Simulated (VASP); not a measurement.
# NaF (Fm-3m) in VASP: further runs

NaF is run at these levels: LDA; tasks: single point.

Everything below comes from runs of VASP 6.6.1. Logs are shortened: lines on timing, memory, paths and dates and some standing lists are left out, and cuts for length are marked.

## Step 1: The cell of the first run

The structure is cubic, space group Fm-3m (No. 225). Conventional cell: a = 4.647 Å, b = 4.647 Å, c = 4.647 Å, α = 90.00°, β = 90.00°, γ = 90.00°. Na (site symmetry m-3m) has 6 F at 2.32 Å within 3.1 Å. Within 3.1 Å of F (site symmetry m-3m) lie 6 Na at 2.32 Å.

## Step 2: Single point, LDA

INCAR

```
PREC = Accurate ; ENCUT = 520
EDIFF = 1E-6 ; ISMEAR = -1
SIGMA = 0.02 ; LREAL = F
LASPH = T ; NELM = 80
ALGO = Normal ; ISIF = 2
LWAVE = F ; LCHARG = F
GGA = CA ; NBANDS = 14
```

KPOINTS

```
regular mesh
0
Gamma
  10 10 10
```

POSCAR

```
NaF
1.0
    0.0000000000      2.3233000000      2.3233000000
    2.3233000000      0.0000000000      2.3233000000
    2.3233000000      2.3233000000      0.0000000000
Na F
1 1
Direct
    0.0000000000      0.0000000000      0.0000000000
    0.5000000000      0.5000000000      0.5000000000
```

Potentials or basis: VASP PAW LDA potentials, release 64 (Na_pv, F).

Launch:

```
$ cat potpaw_LDA.64/Na_pv/POTCAR potpaw_LDA.64/F/POTCAR > POTCAR
$ mpirun -np 1 vasp_std > vasp.out
```

OUTCAR:

```text
PREC = Accurate
   ENCUT = 520
   EDIFF = 1E-6
   ISMEAR = -1
   LREAL = F
   LASPH = T
   NELM = 80
   ISIF = 2
   GGA = CA

 ion  position               nearest neighbor table
   1  0.000  0.000  0.000-   2 2.32   2 2.32   2 2.32   2 2.32   2 2.32   2 2.32
   2  0.500  0.500  0.500-   1 2.32   1 2.32   1 2.32   1 2.32   1 2.32   1 2.32

  LATTYP: Found a face centered cubic cell.
 ALAT       =     4.6466000000

  Lattice vectors:

 A1 = (   0.0000000000,   2.3233000000,   2.3233000000)
 A2 = (   2.3233000000,   0.0000000000,   2.3233000000)
 A3 = (   2.3233000000,   2.3233000000,   0.0000000000)

Analysis of symmetry for initial positions (statically):
=====================================================================
 Subroutine PRICEL returns:
 Original cell was already a primitive cell.

 Routine SETGRP: Setting up the symmetry group for a
 face centered cubic supercell.

 Subroutine GETGRP returns: Found 48 space group operations
 (whereof 48 operations were pure point group operations)
 out of a pool of 48 trial point group operations.

The static configuration has the point symmetry O_h .

Analysis of symmetry for dynamics (positions and initial velocities):
=====================================================================
 Subroutine PRICEL returns:
 Original cell was already a primitive cell.

 Routine SETGRP: Setting up the symmetry group for a
 face centered cubic supercell.

 Subroutine GETGRP returns: Found 48 space group operations
 (whereof 48 operations were pure point group operations)
 out of a pool of 48 trial point group operations.

The dynamic configuration has the point symmetry O_h .

 Subroutine INISYM returns: Found 48 space group operations
 (whereof 48 operations are pure point group operations),
 and found     1 'primitive' translations

----------------------------------------------------------------------------------------

                                     Primitive cell

  volume of cell :      25.0811

  direct lattice vectors                    reciprocal lattice vectors
     0.000000000  2.323300000  2.323300000    -0.215211122  0.215211122  0.215211122
     2.323300000  0.000000000  2.323300000     0.215211122 -0.215211122  0.215211122
     2.323300000  2.323300000  0.000000000     0.215211122  0.215211122 -0.215211122

  length of vectors
     3.285642369  3.285642369  3.285642369     0.372756598  0.372756598  0.372756598

  position of ions in fractional coordinates (direct lattice)
     0.000000000  0.000000000  0.000000000
     0.500000000  0.500000000  0.500000000

  ion indices of the primitive-cell ions
   primitive index   ion index
                 1           1
                 2           2

----------------------------------------------------------------------------------------

 KPOINTS: regular mesh

Automatic generation of k-mesh.
 Grid dimensions read from file:
 generate k-points for:   10   10   10

 Generating k-lattice:

  Cartesian coordinates                     Fractional coordinates (reciprocal lattice)
    -0.021521112  0.021521112  0.021521112     0.100000000  0.000000000  0.000000000
     0.021521112 -0.021521112  0.021521112     0.000000000  0.100000000  0.000000000
     0.021521112  0.021521112 -0.021521112     0.000000000  0.000000000  0.100000000

  Length of vectors
     0.037275660  0.037275660  0.037275660

  Shift w.r.t. Gamma in fractional coordinates (k-lattice)
     0.000000000  0.000000000  0.000000000

 Subroutine IBZKPT returns following result:
 ===========================================

 Found     47 irreducible k-points:

 Following reciprocal coordinates:
            Coordinates               Weight
  0.000000  0.000000  0.000000      1.000000
  0.100000  0.000000  0.000000      8.000000
  0.200000  0.000000  0.000000      8.000000
  0.300000  0.000000  0.000000      8.000000
  0.400000  0.000000  0.000000      8.000000
  0.500000  0.000000  0.000000      4.000000
[... 16 lines left out ...]
  0.300000  0.300000  0.000000      6.000000
  0.400000  0.300000  0.000000     24.000000
 [... further k-points ...]
   k-points           NKPTS =     47   k-points in BZ     NKDIM =     47   number of bands    NBANDS=     14
   number of dos      NEDOS =    301   number of ions     NIONS =      2
   total plane-waves  NPLWV =  13824
   dimension x,y,z NGX =    24 NGY =   24 NGZ =   24
   dimension x,y,z NGXF=    48 NGYF=   48 NGZF=   48
   ions per type =               1   1
   NGX,Y,Z   is equivalent  to a cutoff of  12.14, 12.14, 12.14 a.u.
   NGXF,Y,Z  is equivalent  to a cutoff of  24.29, 24.29, 24.29 a.u.
 SYSTEM =  unknown system
   PREC   = accura    normal or accurate (medium, high low for compatibility)
   ISTART =      0    job   : 0-new  1-cont  2-samecut
   ICHARG =      2    charge: 1-file 2-atom 10-const
   ISPIN  =      1    spin polarized calculation?
   LNONCOLLINEAR =      F non collinear calculations
   LSORBIT =      F    spin-orbit coupling
   LASPH  =      T    aspherical Exc in radial PAW
   ENCUT  =  520.0 eV  38.22 Ry    6.18 a.u.   6.11  6.11  6.11*2*pi/ulx,y,z
   NELM   =     80;   NELMIN=  2; NELMDL= -5     # of ELM steps
   EDIFF  = 0.1E-05   stopping-criterion for ELM
   LREAL  =      F    real-space projection
   EDIFFG = 0.1E-04   stopping-criterion for IOM
   NSW    =      0    number of steps for IOM
   IBRION =     -1    ionic relax: 0-MD 1-quasi-New 2-CG
   NFREE  =      0    steps in history (QN), initial steepest desc. (CG)
   ISIF   =      2    stress and relaxation
   ISYM   =      2    0-nonsym 1-usesym 2-fastsym
   POTIM  = 0.5000    time-step for ionic-motion
   TEBEG  =    0.0;   TEEND  =   0.0 temperature during run
   PSTRESS=    0.0 pullay stress
   NELECT =      14.0000    total number of electrons
   NUPDOWN=      -1.0000    fix difference up-down
   EMIN   =  10.00;   EMAX   =-10.00  energy-range for DOS
   EFERMI =   0.00;   METHOD = LEGACY
   ISMEAR =    -1;   SIGMA  =   0.02  broadening in eV -4-tet -1-fermi 0-gaus
   EFERMI_NEDOS =   21; number of points for ismear=-14 and -15
   IALGO  =     38    algorithm
   IMIX   =      4    mixing-type and parameters
     AMIX     =   0.40;   BMIX     =  1.00
     AMIX_MAG =   1.60;   BMIX_MAG =  1.00
  volume/ion in A,a.u.               =      12.54        84.63
  Fermi-wavevector in a.u.,A,eV,Ry     =   1.347935  2.547227 24.720809  1.816928
  Thomas-Fermi vector in A             =   2.475645
   LORBIT       =      0    0 simple, 1 ext, 2 COOP (PROOUT), +10 PAW based schemes
   GGA     = CA    functional components
   LHFCALC =     F    Hartree Fock is set to
   AEXX    =    0.0000 exact exchange contribution
   IVDW    =     0    specifies the selected vdW correction
   LEPSILON=     F    determine dielectric tensor
   LRPA    =     F    only Hartree local field effects (RPA)
 non-spin polarized calculation
  energy-cutoff  :      520.00
  volume of cell :       25.08
 maximum number of plane-waves:       692
   NGX = 13   NGY = 13   NGZ = 13

 number of electron      13.9999978 magnetization

 Free energy of the ion-electron system (eV)
  ---------------------------------------------------
  ext. energy  EPLUGINS =         0.00000000
  ---------------------------------------------------
  free energy    TOTEN  =        -9.29977684 eV

  energy without entropy =       -9.29977684  energy(sigma->0) =       -9.29977684

 E-fermi :  -2.0667     XC(G=0):  -9.9032

 val. band max:       -2.5468190867   @ k =   0.0000   0.0000   0.0000
 cond. band min:       3.3659918366   @ k =   0.0000   0.0000   0.0000
 fundamental gap:      5.9128109232
 Fermi energy:        -2.0667396581

 k-point     1 :       0.0000    0.0000    0.0000
  band No.  band energies     occupation
      1     -21.3311      2.00000
      2     -21.3311      2.00000
      3     -21.3311      2.00000
      4     -21.2926      2.00000
      5      -2.5468      2.00000
      6      -2.5468      2.00000
      7      -2.5468      2.00000
      8       3.3660      0.00000
      9      15.9313      0.00000
     10      15.9313      0.00000
     11      15.9313      0.00000
     12      18.7249      0.00000
     13      20.9448      0.00000
     14      20.9448      0.00000

 k-point     2 :       0.1000    0.0000    0.0000
  band No.  band energies     occupation
      1     -21.5662      2.00000
      2     -21.3324      2.00000
      3     -21.3324      2.00000
      4     -21.0441      2.00000
      5      -2.7538      2.00000
      6      -2.5724      2.00000
      7      -2.5724      2.00000
      8       3.7280      0.00000
      9      14.6445      0.00000
     10      16.0850      0.00000
     11      16.0850      0.00000
     12      20.1564      0.00000
     13      20.5237      0.00000
     14      20.5237      0.00000

 k-point     3 :       0.2000    0.0000    0.0000
  band No.  band energies     occupation
      1     -21.7831      2.00000
      2     -21.3356      2.00000
      3     -21.3356      2.00000
      4     -20.7893      2.00000
      5      -3.2252      2.00000
      6      -2.6386      2.00000
      7      -2.6386      2.00000
      8       4.6518      0.00000
      9      12.8915      0.00000
     10      16.4694      0.00000
     11      16.4694      0.00000
     12      19.8907      0.00000
     13      19.8907      0.00000
     14      21.2801      0.00000
[... 324 lines left out ...]
 k-point    23 :       0.3000    0.3000    0.0000
  band No.  band energies     occupation
      1     -21.7454      2.00000
      2     -21.3670      2.00000
      3     -21.3670      2.00000
      4     -20.7640      2.00000
      5      -3.6496      2.00000
      6      -2.8293      2.00000
      7      -2.8293      2.00000
      8       6.6208      0.00000
      9      11.3545      0.00000
     10      14.8056      0.00000
     11      16.4375      0.00000
     12      16.4375      0.00000
     13      22.5883      0.00000
     14      23.1953      0.00000

 k-point    24 :       0.4000    0.3000    0.0000
  band No.  band energies     occupation
      1     -21.7286      2.00000
      2     -21.3806      2.00000
      3     -21.3726      2.00000
      4     -20.7629      2.00000
      5      -3.7632      2.00000
      6      -2.9406      2.00000
      7      -2.8825      2.00000
      8       7.6106      0.00000
      9      10.8119      0.00000
     10      13.6861      0.00000
     11      16.5292      0.00000
     12      16.5577      0.00000
     13      22.3576      0.00000
     14      23.5618      0.00000

 [... further k-points ...]

------------------------ aborting loop because EDIFF is reached ----------------------------------------

  FORCE on cell =-STRESS in cart. coord.  units (eV):
  Direction    XX          YY          ZZ          XY          YZ          ZX
  --------------------------------------------------------------------------------------
  -------------------------------------------------------------------------------------
  Total       -0.7410252     -0.7410252     -0.7410252     -0.0000000      0.0000000      0.0000000
  in kB      -47.3366653    -47.3366653    -47.3366653     -0.0000000      0.0000000      0.0000000
  external PRESSURE =     -47.3366653 kB  Pullay stress =       0.0000000 kB

 VOLUME and BASIS-vectors are now :
 -----------------------------------------------------------------------------
  energy-cutoff  :      520.00
  volume of cell :       25.08
      direct lattice vectors                 reciprocal lattice vectors
     0.000000000  2.323300000  2.323300000    -0.215211122  0.215211122  0.215211122
     2.323300000  0.000000000  2.323300000     0.215211122 -0.215211122  0.215211122
     2.323300000  2.323300000  0.000000000     0.215211122  0.215211122 -0.215211122

 POSITION                                       TOTAL-FORCE (eV/Angst)
 -----------------------------------------------------------------------------------
      0.00000      0.00000      0.00000         0.000000      0.000000      0.000000
      2.32330      2.32330      2.32330        -0.000000     -0.000000     -0.000000
 -----------------------------------------------------------------------------------
    total drift:                                0.000000     -0.000000      0.000000

  FREE ENERGIE OF THE ION-ELECTRON SYSTEM (eV)
  ---------------------------------------------------
  free  energy   TOTEN  =        -9.2997768387 eV

  energy  without entropy=       -9.2997768387  energy(sigma->0) =       -9.29977684
```

Wall time 5.3 s (1 thread of Intel Xeon Platinum 8488C (Sapphire Rapids), shared host); peak memory 0.13 GiB.

Results:

* Free energy: -9.2998 eV
* Pressure: -4.7 GPa
* Band gap on the k mesh: 5.91 eV, direct

## Step 3: Single point, LDA (volume scaled by 1.01)

INCAR

```
SYSTEM = NaF
PREC = Accurate
ENCUT = 520
EDIFF = 1E-6
ISMEAR = -1
SIGMA = 0.02
LREAL = .False.
LASPH = .True.
NELM = 60
ALGO = Normal
ISIF = 2
LWAVE = .False.
LCHARG = .True.
GGA = CA
LELF = .True.
LVHAR = .True.
NBANDS = 14
```

KPOINTS

```
Automatic mesh
0
Gamma
  10 10 10
  0 0 0
```

POSCAR

```
NaF
1.0
    0.0000000000      2.3310186614      2.3310186614
    2.3310186614      0.0000000000      2.3310186614
    2.3310186614      2.3310186614      0.0000000000
Na F
1 1
Direct
    0.0000000000      0.0000000000      0.0000000000
    0.5000000000      0.5000000000      0.5000000000
```

Potentials or basis: VASP PAW LDA potentials, release 64 (Na_pv, F).

Launch:

```
$ cat potpaw_LDA.64/Na_pv/POTCAR potpaw_LDA.64/F/POTCAR > POTCAR
$ mpirun -np 1 vasp_std > vasp.out
```

OUTCAR:

```text
SYSTEM = NaF
   PREC = Accurate
   ENCUT = 520
   EDIFF = 1E-6
   ISMEAR = -1
   LREAL = .False.
   LASPH = .True.
   NELM = 60
   ISIF = 2
   GGA = CA

 ion  position               nearest neighbor table
   1  0.000  0.000  0.000-   2 2.33   2 2.33   2 2.33   2 2.33   2 2.33   2 2.33
   2  0.500  0.500  0.500-   1 2.33   1 2.33   1 2.33   1 2.33   1 2.33   1 2.33

  LATTYP: Found a face centered cubic cell.
 ALAT       =     4.6620373228

  Lattice vectors:

[... 593 lines left out ...]
 [... further k-points ...]

------------------------ aborting loop because EDIFF is reached ----------------------------------------

  FORCE on cell =-STRESS in cart. coord.  units (eV):
  Direction    XX          YY          ZZ          XY          YZ          ZX
  --------------------------------------------------------------------------------------
  -------------------------------------------------------------------------------------
  Total       -0.8080441     -0.8080441     -0.8080441      0.0000000      0.0000000      0.0000000
  in kB      -51.1067649    -51.1067649    -51.1067649      0.0000000      0.0000000      0.0000000
  external PRESSURE =     -51.1067649 kB  Pullay stress =       0.0000000 kB

 VOLUME and BASIS-vectors are now :
 -----------------------------------------------------------------------------
  energy-cutoff  :      520.00
  volume of cell :       25.33
      direct lattice vectors                 reciprocal lattice vectors
     0.000000000  2.331018661  2.331018661    -0.214498497  0.214498497  0.214498497
     2.331018661  0.000000000  2.331018661     0.214498497 -0.214498497  0.214498497
     2.331018661  2.331018661  0.000000000     0.214498497  0.214498497 -0.214498497

 POSITION                                       TOTAL-FORCE (eV/Angst)
 -----------------------------------------------------------------------------------
      0.00000      0.00000      0.00000         0.000000      0.000000      0.000000
      2.33102      2.33102      2.33102         0.000000     -0.000000     -0.000000
 -----------------------------------------------------------------------------------
    total drift:                                0.000000      0.000000      0.000000

  FREE ENERGIE OF THE ION-ELECTRON SYSTEM (eV)
  ---------------------------------------------------
  free  energy   TOTEN  =        -9.2924714083 eV

  energy  without entropy=       -9.2924714083  energy(sigma->0) =       -9.29247141
```

stdout:

```text
POSCAR found type information on POSCAR NaF
 POSCAR found :  2 types and       2 ions
 scaLAPACK will be used
 LDA part: xc-table for (Slater(with rela. corr.)+CA(PZ))
 , standard interpolation
 POSCAR, INCAR and KPOINTS ok, starting setup
 FFT: planning ... GRIDC
 FFT: planning ... GRID_SOFT
 FFT: planning ... GRID
 WAVECAR not read
 entering main loop
```

It took 11 s on 1 thread of Intel Xeon Platinum 8488C (Sapphire Rapids), shared host; peak memory 0.13 GiB.

Results:

* Free energy: -9.2925 eV
* Pressure: -5.1 GPa
* Band gap on the k mesh: 5.86 eV, direct

## Step 4: Single point, LDA (volume scaled by 1.02)

INCAR

```
PREC = Accurate
ENCUT = 520
EDIFF = 1E-6
ISMEAR = -1
SIGMA = 0.02
LREAL = F
LASPH = T
NELM = 100
ALGO = Normal
ISIF = 2
LWAVE = F
LCHARG = F
GGA = CA
NBANDS = 14
```

KPOINTS

```
Automatic mesh
0
Gamma
  10 10 10
```

POSCAR

```
NaF
1.0
    0.0000000000      2.3386865411      2.3386865411
    2.3386865411      0.0000000000      2.3386865411
    2.3386865411      2.3386865411      0.0000000000
Na F
1 1
Direct
    0.0000000000      0.0000000000      0.0000000000
    0.5000000000      0.5000000000      0.5000000000
```

Launch:

```
$ cat potpaw_LDA.64/Na_pv/POTCAR potpaw_LDA.64/F/POTCAR > POTCAR
$ mpirun -np 1 vasp_std > vasp.out
```

It took 10 s on 1 thread of Intel Xeon Platinum 8488C (Sapphire Rapids), shared host; peak memory 0.13 GiB.

The run converged. Its results:

```yaml
Free_energy: -9.2847 eV
Pressure: -5.5 GPa
Band_gap_on_the_k_mesh: 5.81 eV, direct
```

Levels at points of the mesh, in eV from the valence-band top:
| k point | band 5 | band 6 | band 7 | band 8 | band 9 | band 10 |
| --- | --- | --- | --- | --- | --- | --- |
| (0.00, 0.00, 0.00) | 0.00 | 0.00 | 0.00 | 5.81 | 18.34 | 18.34 |
| (0.50, 0.00, 0.00) | -1.60 | -0.25 | -0.25 | 10.22 | 11.86 | 19.37 |
| (0.50, 0.50, 0.00) | -1.29 | -0.41 | -0.41 | 12.52 | 12.75 | 12.97 |

(Continued in part 2 of 2.)
